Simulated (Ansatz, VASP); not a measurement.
# Ta2H in VASP and in Ansatz

Contents of INCAR:

```
SYSTEM = Ta2H
PREC = Accurate ; ENCUT = 520
EDIFF = 1E-6 ; ISMEAR = 1
SIGMA = 0.1 ; LREAL = .FALSE.
LASPH = .TRUE. ; NELM = 100
ALGO = Normal ; ISIF = 2
LWAVE = .FALSE. ; LCHARG = .FALSE.
GGA = PS ; NBANDS = 18
```

The input KPOINTS:

```
regular mesh
0
G
  10 10 6
  0 0 0
```

Contents of POSCAR:

```
Ta2H
1.0
    2.9190640000      0.0000000000      0.0000000000
    1.1117173487      2.6990774669      0.0000000000
   -0.4934939077     -0.3304516349      4.8476384120
Ta H
2 1
Direct
    0.2336440000      0.2336440000      0.2625630000
    0.7663560000      0.7663560000      0.7374370000
    0.5000000000      0.5000000000      0.0000000000
```

Input for Ansatz:

```yaml
crystal:
  lattice:
    a: 2.919064
    b: 2.919064
    c: 4.883885
    alpha: 95.79937
    beta: 95.79937
    gamma: 67.61383
  atoms:
    - { symbol: Ta, position: [0.233644, 0.233644, 0.262563] }
    - { symbol: Ta, position: [0.766356, 0.766356, 0.737437] }
    - { symbol: H, position: [0.5, 0.5, 0.0] }
kpoints:
  mp_grid:
    grid: [10, 10, 6]
hamiltonian:
  xc: pbesol
scf:
  occupations:
    method: cold
    width: 0.1
output:
  stress: true
```

Alike in both runs: task single point; functional PBEsol; k mesh 10 × 10 × 6; no spin polarisation.

```csv
,VASP,Ansatz
version,VASP 6.6.1,Ansatz 0.2.0
potentials or method,"VASP PAW PBE potentials, release 64 (Ta_pv, H)","plane waves, PAW"
plane-wave cutoff (eV),520,420
occupations,"methfessel-paxton of order 1, width 0.1 eV","cold, width 0.1 eV"
valence electrons in the cell,23,27
```

```csv
,VASP,Ansatz,Ansatz less VASP
pressure (GPa),-4.1,-4.2,-0.12
"traceless stress, the component that is largest in VASP (GPa)",-0.28,-0.20,+0.081
```

VASP's potentials were made for PBE, not for PBEsol. VASP's potentials hold 23 valence electrons a cell and Ansatz's 27, so a difference there can come from the potentials and not from the codes.

Neither program's run includes spin-orbit coupling.
